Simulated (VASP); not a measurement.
# SrTiO3 (kl) (Pm-3m) in VASP: notebook, part 3 of 3

VASP 6.6.1. The steps go on from the part before.

**6. Relaxation of cell and atoms, LDA**

The input, INCAR:

```
SYSTEM = SrTiO3
PREC = Accurate
ENCUT = 600
EDIFF = 1E-6
ISMEAR = 0
SIGMA = 0.02
LREAL = .False.
LASPH = .True.
NELM = 80
ALGO = Normal
ISIF = 3
LWAVE = .False.
LCHARG = .False.
IBRION = 2
NSW = 100
EDIFFG = -0.002
```

The input, KPOINTS:

```
regular mesh
0
Gamma
  8 8 8
  0 0 0
```

The input, POSCAR:

```
SrTiO3
1.0
    3.8545763383      0.0000000000      0.0000000000
    0.0000000000      3.8545763383      0.0000000000
    0.0000000000      0.0000000000      3.8545763383
Sr Ti O
1 1 3
Direct
    0.0000000000      0.0000000000      0.0000000000
    0.5000000000      0.5000000000      0.5000000000
    0.5000000000      0.0000000000      0.5000000000
    0.5000000000      0.5000000000      0.0000000000
    0.0000000000      0.5000000000      0.5000000000
```

Potentials or basis: VASP PAW LDA potentials, release 64 (Sr_sv, Ti_sv, O).

Command:

```sh
$ cat potpaw_LDA.64/Sr_sv/POTCAR potpaw_LDA.64/Ti_sv/POTCAR potpaw_LDA.64/O/POTCAR > POTCAR
$ mpirun -np 1 vasp_std > vasp.out
```

OUTCAR:

```text
SYSTEM = SrTiO3
   PREC = Accurate
   ENCUT = 600
   EDIFF = 1E-6
   ISMEAR = 0
   LREAL = .False.
   LASPH = .True.
   NELM = 80
   ISIF = 3
   IBRION = 2
   NSW = 100
   EDIFFG = -0.002

 ion  position               nearest neighbor table
   1  0.000  0.000  0.000-   3 2.73   4 2.73   5 2.73   3 2.73   5 2.73   4 2.73   5 2.73   5 2.73
                             3 2.73   4 2.73   3 2.73   4 2.73   2 3.34   2 3.34   2 3.34   2 3.34
   2  0.500  0.500  0.500-   3 1.93   4 1.93   5 1.93   4 1.93   3 1.93   5 1.93   1 3.34   1 3.34
                             1 3.34   1 3.34   1 3.34   1 3.34   1 3.34   1 3.34
   3  0.500  0.000  0.500-   2 1.93   2 1.93   1 2.73   1 2.73   1 2.73   1 2.73
   4  0.500  0.500  0.000-   2 1.93   2 1.93   1 2.73   1 2.73   1 2.73   1 2.73
   5  0.000  0.500  0.500-   2 1.93   2 1.93   1 2.73   1 2.73   1 2.73   1 2.73

  LATTYP: Found a simple cubic cell.
 ALAT       =     3.8545763383

  Lattice vectors:

[... 271 lines left out ...]

  energy without entropy =      -44.18409188  energy(sigma->0) =      -44.18409188

 E-fermi :   4.3086     XC(G=0): -11.9774

 val. band max:        4.1696385209   @ k =   0.5000   0.5000   0.5000
 cond. band min:       5.9791570978   @ k =   0.0000   0.0000   0.0000
 fundamental gap:      1.8095185770
 Fermi energy:         4.3086259452

 k-point     1 :       0.0000    0.0000    0.0000
  band No.  band energies     occupation
      1     -51.4158      2.00000
      2     -28.2216      2.00000
      3     -28.0934      2.00000
      4     -28.0934      2.00000
      5     -28.0934      2.00000
      6     -13.0885      2.00000
[... 637 lines left out ...]
     23       8.4595      0.00000
     24      10.2828      0.00000

 [... further k-points ...]

------------------------ aborting loop because EDIFF is reached ----------------------------------------

  FORCE on cell =-STRESS in cart. coord.  units (eV):
  Direction    XX          YY          ZZ          XY          YZ          ZX
  --------------------------------------------------------------------------------------
  -------------------------------------------------------------------------------------
  Total       -0.0053789     -0.0053789     -0.0053789      0.0000000      0.0000000     -0.0000000
  in kB       -0.1498488     -0.1498488     -0.1498488      0.0000000      0.0000000     -0.0000000
  external PRESSURE =      -0.1498488 kB  Pullay stress =       0.0000000 kB
[... 20 lines left out ...]
  FREE ENERGIE OF THE ION-ELECTRON SYSTEM (eV)
  ---------------------------------------------------
  free  energy   TOTEN  =       -44.1840918825 eV

  energy  without entropy=      -44.1840918825  energy(sigma->0) =      -44.18409188

 reached required accuracy - stopping structural energy minimisation
```

Wall time 3 min (1 thread of AMD EPYC 7R13, shared host); peak memory 0.18 GiB.

Results:

```yaml
Free_energy: -44.1841 eV
Relaxed_volume: 11.50 Å³/atom
Relaxed_cell: a = 3.860 Å, b = 3.860 Å, c = 3.860 Å, α = 90.00°, β = 90.00°, γ = 90.00°
Space_group_after_relaxing_to_0.05_Å: Pm-3m (No. 221)
Energy_gained_by_relaxing: 0.1 meV/atom
Ionic_steps: 3
Pressure_after_relaxing: 0.0 GPa
Band_gap_on_the_k_mesh: 1.81 eV, indirect (least direct gap 2.15 eV)
```

Step by step:
```csv
step,energy change (eV),largest force (eV/Å),pressure (GPa),volume (Å³)
1,0.0000,0.0000,0.79,57.27
2,0.0000,0.0000,-0.79,57.74
3,-0.0006,0.0000,-0.01,57.51
```

Final structure:
```xyz
5
Lattice="3.8600 0.0000 0.0000 0.0000 3.8600 0.0000 0.0000 0.0000 3.8600" Properties=species:S:1:pos:R:3 pbc="T T T"
Sr    0.0000    0.0000    0.0000
Ti    1.9300    1.9300    1.9300
O     1.9300    0.0000    1.9300
O     1.9300    1.9300    0.0000
O     0.0000    1.9300    1.9300
```

A k mesh can miss the band edges.

**7. Overview**

```tsv
task	cell	k mesh	cutoff (eV)	smearing	gap on the mesh (eV)	pressure (GPa)	relaxed volume (Å³/atom)
single point	a = 3.855 Å, 5 atoms	6 × 6 × 6	520	gaussian 0.1 eV	1.81	1.1	-
single point	a = 3.913 Å, 5 atoms	6 × 6 × 6	520	gaussian 0.1 eV	1.74	-7.3	-
single point	a = 3.855 Å, 5 atoms	8 × 8 × 8	520	gaussian 0.02 eV	1.82	1.0	-
relaxation of cell and atoms	relaxed from a = 3.913 Å, 5 atoms	6 × 6 × 6	600	gaussian 0.1 eV	1.81	-0.1	11.50
relaxation of cell and atoms	relaxed from a = 3.855 Å, 5 atoms	8 × 8 × 8	600	gaussian 0.02 eV	1.81	0.0	11.50
```

Alike in all rows: level LDA; potentials or basis VASP PAW LDA potentials, release 64 (Sr_sv, Ti_sv, O); no spin polarisation.

Absolute energies hang on the potentials; compare differences alone.
